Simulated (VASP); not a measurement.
# K7Br8 (a cell with a defect) in VASP: single point with LDA

Aim: the single point of K7Br8 (a cell with a defect) with LDA.

All numbers are computed with VASP 6.6.1; they aren't measurements. Logs are shortened: lines on timing, memory, paths and dates and some standing lists are left out, and cuts for length are marked.

### Step 1. The cell of the first run

The cell holds a defect, 15 atoms: a = 9.010 Å, b = 9.010 Å, c = 9.010 Å, α = 60.00°, β = 60.00°, γ = 60.00°.

### Step 2. Single point, LDA

INCAR

```
  PREC = Accurate
  ENCUT = 520
  EDIFF = 1E-6
  ISMEAR = 0
  SIGMA = 0.02
  LREAL = Auto
  LASPH = True
  NELM = 80
  ALGO = Normal
  ISIF = 2
  LWAVE = False
  LCHARG = False
  NBANDS = 72
  NELECT = 120.0
```

KPOINTS

```
regular mesh
0
Gamma
  2 2 2
```

POSCAR

```
K7Br8
1.0
    0.0000000000      6.3712539702     -6.3712539702
    6.3712539702      6.3712539702      0.0000000000
    6.3712539702      0.0000000000     -6.3712539702
K Br
7 8
Direct
    0.4999999239     -0.2499998442      0.4999997669
   -0.0334828122      0.0067935606      0.5198958503
    0.0334828122      0.4932064417      0.4801041544
    0.5198958503      0.0067934037     -0.0334828122
    0.4801041544      0.4932065987      0.0334828122
    0.0000000785      0.0331166362     -0.0000000785
    0.0000000000      0.4668832876      0.0000000000
    0.2593210862      0.7685337177      0.2593212432
    0.2593212432      0.2128239600      0.2593210862
    0.8141512682      0.7500000035      0.1858487365
    0.7353940091      0.2499999227      0.2646059956
    0.1858486580      0.7499999250      0.8141513467
    0.2646059956      0.2500000796      0.7353940091
    0.7406789970      0.7314662109      0.7406788400
    0.7406788400      0.2871759639      0.7406789970
```

Potentials or basis: VASP PAW LDA potentials, release 64 (K_sv, Br).

Started as:

```sh
$ cat potpaw_LDA.64/K_sv/POTCAR potpaw_LDA.64/Br/POTCAR > POTCAR
$ mpirun -np 1 vasp_std > vasp.out
```

OUTCAR:

```text
PREC = Accurate
   ENCUT = 520
   EDIFF = 1E-6
   ISMEAR = 0
   LREAL = Auto
   LASPH = True
   NELM = 80
   ISIF = 2
   NELECT = 120.0

 ion  position               nearest neighbor table
   1  0.500  0.750  0.500-  10 2.83  12 2.83
   2  0.967  0.007  0.520-  11 3.10   8 3.20   9 3.20  15 3.21  14 3.21  12 3.29
   3  0.033  0.493  0.480-  13 3.10  14 3.20  15 3.20   9 3.21   8 3.21  10 3.29
   4  0.520  0.007  0.967-  13 3.10   9 3.20   8 3.20  14 3.21  15 3.21  10 3.29
   5  0.480  0.493  0.033-  11 3.10  15 3.20  14 3.20   8 3.21   9 3.21  12 3.29
   6  0.000  0.033  1.000-  12 3.05  10 3.05  13 3.08  11 3.08
   7  0.000  0.467  0.000-  12 3.05  10 3.05  13 3.08  11 3.08
   8  0.259  0.769  0.259-   2 3.20   4 3.20   5 3.21   3 3.21
   9  0.259  0.213  0.259-   4 3.20   2 3.20   3 3.21   5 3.21
  10  0.814  0.750  0.186-   1 2.83   6 3.05   7 3.05   3 3.29   4 3.29
  11  0.735  0.250  0.265-   7 3.08   6 3.08   2 3.10   5 3.10
  12  0.186  0.750  0.814-   1 2.83   7 3.05   6 3.05   5 3.29   2 3.29
  13  0.265  0.250  0.735-   7 3.08   6 3.08   4 3.10   3 3.10
  14  0.741  0.731  0.741-   3 3.20   5 3.20   4 3.21   2 3.21
  15  0.741  0.287  0.741-   5 3.20   3 3.20   2 3.21   4 3.21

  LATTYP: Found a face centered cubic cell.
 ALAT       =    12.7425079404

  Lattice vectors:

 A1 = (   0.0000000000,   6.3712539702,  -6.3712539702)
 A2 = (   6.3712539702,   6.3712539702,   0.0000000000)
 A3 = (   6.3712539702,   0.0000000000,  -6.3712539702)

Analysis of symmetry for initial positions (statically):
=====================================================================
 Subroutine PRICEL returns:
 Original cell was already a primitive cell.

 Routine SETGRP: Setting up the symmetry group for a
 face centered cubic supercell.

 Subroutine GETGRP returns: Found  8 space group operations
 (whereof  4 operations were pure point group operations)
 out of a pool of 48 trial point group operations.

The static configuration has the point symmetry C_2v.
 The point group associated with its full space group is D_2h.

Analysis of symmetry for dynamics (positions and initial velocities):
=====================================================================
 Subroutine PRICEL returns:
 Original cell was already a primitive cell.

 Routine SETGRP: Setting up the symmetry group for a
 face centered cubic supercell.

 Subroutine GETGRP returns: Found  8 space group operations
 (whereof  4 operations were pure point group operations)
 out of a pool of 48 trial point group operations.

The dynamic configuration has the point symmetry C_2v.
 The point group associated with its full space group is D_2h.

 Subroutine INISYM returns: Found  8 space group operations
 (whereof  4 operations are pure point group operations),
 and found     1 'primitive' translations

----------------------------------------------------------------------------------------

                                     Primitive cell

  volume of cell :     517.2551

  direct lattice vectors                    reciprocal lattice vectors
     0.000000000  6.371253970 -6.371253970    -0.078477487  0.078477487 -0.078477487
     6.371253970  6.371253970  0.000000000     0.078477487  0.078477487  0.078477487
     6.371253970  0.000000000 -6.371253970     0.078477487 -0.078477487 -0.078477487

  length of vectors
     9.010313774  9.010313774  9.010313774     0.135926995  0.135926995  0.135926995

  position of ions in fractional coordinates (direct lattice)
     0.499999924  0.750000156  0.499999767
     0.966517188  0.006793561  0.519895850
     0.033482812  0.493206442  0.480104154
     0.519895850  0.006793404  0.966517188
     0.480104154  0.493206599  0.033482812
     0.000000079  0.033116636  0.999999921
     0.000000000  0.466883288  0.000000000
     0.259321086  0.768533718  0.259321243
     0.259321243  0.212823960  0.259321086
     0.814151268  0.750000003  0.185848736
     0.735394009  0.249999923  0.264605996
     0.185848658  0.749999925  0.814151347
     0.264605996  0.250000080  0.735394009
     0.740678997  0.731466211  0.740678840
     0.740678840  0.287175964  0.740678997

  ion indices of the primitive-cell ions
   primitive index   ion index
                 1           1
                 2           2
                 3           3
                 4           4
                 5           5
                 6           6
                 7           7
                 8           8
                 9           9
                10          10
                11          11
                12          12
                13          13
                14          14
                15          15

----------------------------------------------------------------------------------------

 KPOINTS: regular mesh

Automatic generation of k-mesh.
 Grid dimensions read from file:
 generate k-points for:    2    2    2

 Generating k-lattice:

  Cartesian coordinates                     Fractional coordinates (reciprocal lattice)
    -0.039238743  0.039238743 -0.039238743     0.500000000  0.000000000  0.000000000
     0.039238743  0.039238743  0.039238743     0.000000000  0.500000000  0.000000000
     0.039238743 -0.039238743 -0.039238743     0.000000000  0.000000000  0.500000000

  Length of vectors
     0.067963497  0.067963497  0.067963497

  Shift w.r.t. Gamma in fractional coordinates (k-lattice)
     0.000000000  0.000000000  0.000000000

 Subroutine IBZKPT returns following result:
 ===========================================

 Found      5 irreducible k-points:

 Following reciprocal coordinates:
            Coordinates               Weight
  0.000000  0.000000  0.000000      1.000000
  0.500000  0.000000  0.000000      2.000000
  0.000000  0.500000  0.000000      2.000000
  0.500000  0.500000  0.000000      2.000000
  0.500000  0.000000  0.500000      1.000000
   k-points           NKPTS =      5   k-points in BZ     NKDIM =      5   number of bands    NBANDS=     72
   number of dos      NEDOS =    301   number of ions     NIONS =     15
   total plane-waves  NPLWV = 343000
   dimension x,y,z NGX =    70 NGY =   70 NGZ =   70
   dimension x,y,z NGXF=   140 NGYF=  140 NGZF=  140
   ions per type =               7   8
   NGX,Y,Z   is equivalent  to a cutoff of  12.92, 12.92, 12.92 a.u.
   NGXF,Y,Z  is equivalent  to a cutoff of  25.83, 25.83, 25.83 a.u.
 SYSTEM =  unknown system
   PREC   = accura    normal or accurate (medium, high low for compatibility)
   ISTART =      0    job   : 0-new  1-cont  2-samecut
   ICHARG =      2    charge: 1-file 2-atom 10-const
   ISPIN  =      1    spin polarized calculation?
   LNONCOLLINEAR =      F non collinear calculations
   LSORBIT =      F    spin-orbit coupling
   LASPH  =      T    aspherical Exc in radial PAW
   ENCUT  =  520.0 eV  38.22 Ry    6.18 a.u.  16.75 16.75 16.75*2*pi/ulx,y,z
   NELM   =     80;   NELMIN=  2; NELMDL= -5     # of ELM steps
   EDIFF  = 0.1E-05   stopping-criterion for ELM
   LREAL  =      T    real-space projection
   EDIFFG = 0.1E-04   stopping-criterion for IOM
   NSW    =      0    number of steps for IOM
[... 5 lines left out ...]
   TEBEG  =    0.0;   TEEND  =   0.0 temperature during run
   PSTRESS=    0.0 pullay stress
   NELECT =     120.0000    total number of electrons
   NUPDOWN=      -1.0000    fix difference up-down
   EMIN   =  10.00;   EMAX   =-10.00  energy-range for DOS
   EFERMI =   0.00;   METHOD = LEGACY
   ISMEAR =     0;   SIGMA  =   0.02  broadening in eV -4-tet -1-fermi 0-gaus
   EFERMI_NEDOS =   21; number of points for ismear=-14 and -15
   IALGO  =     38    algorithm
   IMIX   =      4    mixing-type and parameters
     AMIX     =   0.40;   BMIX     =  1.00
     AMIX_MAG =   1.60;   BMIX_MAG =  1.00
  volume/ion in A,a.u.               =      34.48       232.71
  Fermi-wavevector in a.u.,A,eV,Ry     =   1.005928  1.900929 13.767621  1.011892
  Thomas-Fermi vector in A             =   2.138639
   LORBIT       =      0    0 simple, 1 ext, 2 COOP (PROOUT), +10 PAW based schemes
   GGA     = CA    functional components
   LHFCALC =     F    Hartree Fock is set to
   AEXX    =    0.0000 exact exchange contribution
   IVDW    =     0    specifies the selected vdW correction
   LEPSILON=     F    determine dielectric tensor
   LRPA    =     F    only Hartree local field effects (RPA)
 non-spin polarized calculation
 Gauss-broadening in eV      SIGMA  =   0.02
  energy-cutoff  :      520.00
  volume of cell :      517.26
 maximum number of plane-waves:     13960
 NGX is ok and might be reduce to    70
   NGX = 33   NGY = 33   NGZ = 33

 number of electron     119.9999996 magnetization

 Free energy of the ion-electron system (eV)
  ---------------------------------------------------
  ext. energy  EPLUGINS =         0.00000000
  ---------------------------------------------------
  free energy    TOTEN  =       -49.28493578 eV

  energy without entropy =      -49.28493578  energy(sigma->0) =      -49.28493578

 E-fermi :  -0.9882     XC(G=0):  -8.0822

 val. band max:       -1.1375300734   @ k =   0.0000   0.5000   0.0000
 cond. band min:       2.5254551553   @ k =   0.0000   0.0000   0.0000
 fundamental gap:      3.6629852287
 Fermi energy:        -0.9882477887

 k-point     1 :       0.0000    0.0000    0.0000
  band No.  band energies     occupation
      1     -29.3531      2.00000
      2     -29.2058      2.00000
      3     -29.2023      2.00000
      4     -29.1988      2.00000
      5     -29.1960      2.00000
      6     -28.8896      2.00000
[... 64 lines left out ...]
     71       5.3304      0.00000
     72       5.5186      0.00000
[... 298 lines left out ...]
     71       5.4182      0.00000
     72       5.4343      0.00000

------------------------ aborting loop because EDIFF is reached ----------------------------------------

  FORCE on cell =-STRESS in cart. coord.  units (eV):
  Direction    XX          YY          ZZ          XY          YZ          ZX
  --------------------------------------------------------------------------------------
  -------------------------------------------------------------------------------------
  Total        7.9542659      7.9542659      1.2718650     -3.2399870      0.0000000     -0.0000000
  in kB       24.6380277     24.6380277      3.9395523    -10.0357332      0.0000000     -0.0000000
  external PRESSURE =      17.7385359 kB  Pullay stress =       0.0000000 kB

 VOLUME and BASIS-vectors are now :
 -----------------------------------------------------------------------------
  energy-cutoff  :      520.00
  volume of cell :      517.26
      direct lattice vectors                 reciprocal lattice vectors
     0.000000000  6.371253970 -6.371253970    -0.078477487  0.078477487 -0.078477487
     6.371253970  6.371253970  0.000000000     0.078477487  0.078477487  0.078477487
     6.371253970  0.000000000 -6.371253970     0.078477487 -0.078477487 -0.078477487

 POSITION                                       TOTAL-FORCE (eV/Angst)
 -----------------------------------------------------------------------------------
      7.96407      7.96407     -6.37125         0.000000     -0.000000      0.000000
      3.35567      6.20121     -9.47031         0.004974     -0.004974     -0.013614
      6.20121      3.35567     -3.27219        -0.004974      0.004974      0.013614
      6.20121      3.35567     -9.47031        -0.004974      0.004974     -0.013614
      3.35567      6.20121     -3.27219         0.004974     -0.004974      0.013614
      6.58225      0.21100     -6.37125         0.006177      0.006177      0.000000
      2.97463      2.97463      0.00000        -0.006177     -0.006177      0.000000
      6.54873      6.54872     -3.30440         0.000432      0.000432     -0.004239
      3.00816      3.00816     -3.30440        -0.000432     -0.000432     -0.004239
      5.96253      9.96560     -6.37125        -0.000920      0.000920      0.000000
      3.27869      6.27820     -6.37125         0.005913     -0.005913      0.000000
      9.96560      5.96253     -6.37125         0.000920     -0.000920      0.000000
      6.27820      3.27869     -6.37125        -0.005913      0.005913      0.000000
      9.37941      9.37941     -9.43811        -0.000432     -0.000432      0.004239
      6.54873      6.54872     -9.43811         0.000432      0.000432      0.004239
 -----------------------------------------------------------------------------------
    total drift:                               -0.001701     -0.000539      0.000442

  FREE ENERGIE OF THE ION-ELECTRON SYSTEM (eV)
  ---------------------------------------------------
  free  energy   TOTEN  =       -49.2849357774 eV

  energy  without entropy=      -49.2849357774  energy(sigma->0) =      -49.28493578
```

Wall time 5.8 min (1 thread of Intel Xeon Platinum 8488C (Sapphire Rapids), shared host); peak memory 0.56 GiB.

Results:

```yaml
Free_energy: -49.2849 eV
Largest_force: 0.015 eV/Å
```

Forces on the atoms (eV/Å):
```
K    0.000  0.000  0.000
K    0.005 -0.005 -0.014
K   -0.005  0.005  0.014
K   -0.005  0.005 -0.014
K    0.005 -0.005  0.014
K    0.006  0.006  0.000
K   -0.006 -0.006  0.000
Br   0.000  0.000 -0.004
Br   0.000  0.000 -0.004
Br  -0.001  0.001  0.000
Br   0.006 -0.006  0.000
Br   0.001 -0.001  0.000
Br  -0.006  0.006  0.000
Br   0.000  0.000  0.004
Br   0.000  0.000  0.004
```

Caveat: the k points lie up to 0.43 Å⁻¹ apart; the cell carries a net charge on a neutralising background, which shifts energy and pressure; the cell is charged against a uniform background, so pressure and absolute levels hang on convention.
